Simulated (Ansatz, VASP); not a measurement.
LuBeSi4 in VASP and in Ansatz

```xyz
6
Lattice="3.0564 0.0000 0.0000 -1.5282 2.6469 0.0000 0.0000 0.0000 11.7215" Properties=species:S:1:pos:R:3 pbc="T T T"
Lu    0.0000    0.0000    0.0000
Be    0.0000    0.0000    5.8607
Si    1.5282    0.8823    9.3456
Si    1.5282    0.8823    4.2173
Si    0.0000    1.7646    7.5042
Si    0.0000    1.7646    2.3759
```

Change from the starting cell: species swapped into the TaTiTe4 type (P-3m1, No. 164).

Alike in both runs: functional PBE; k mesh 6 × 6 × 2; occupations gaussian, width 0.1 eV; no spin polarisation.

Ansatz relaxed the structure, and its values are those at the end. VASP's run is a single point on that final structure, the one shown.

|  | VASP | Ansatz |
| --- | --- | --- |
| version | VASP 6.6.1 | Ansatz 0.2.0 |
| potentials or method | VASP PAW PBE potentials, release 64 (Lu, Be, Si), cutoff 520 eV | scalar-relativistic, plane waves, PAW |
| valence electrons in the cell | 43 | 43 |

Ansatz gave:

| Item | Value |
| --- | --- |
| gap on the k mesh at the Fermi level (eV) | none |
| pressure (GPa) | 0.2 |
| rms of the force components (eV/Å) | 0.003 |

Problem. Estimate VASP's values.

Solution. gap on the k mesh at the Fermi level (eV): none; pressure (GPa): 0.3; rms of the force components (eV/Å): 0.010.

A gap of «none» marks a metal or a gap that the smearing closes.

The k mesh is coarse, so the values compare programs but aren't converged. Spin-orbit coupling is off throughout.
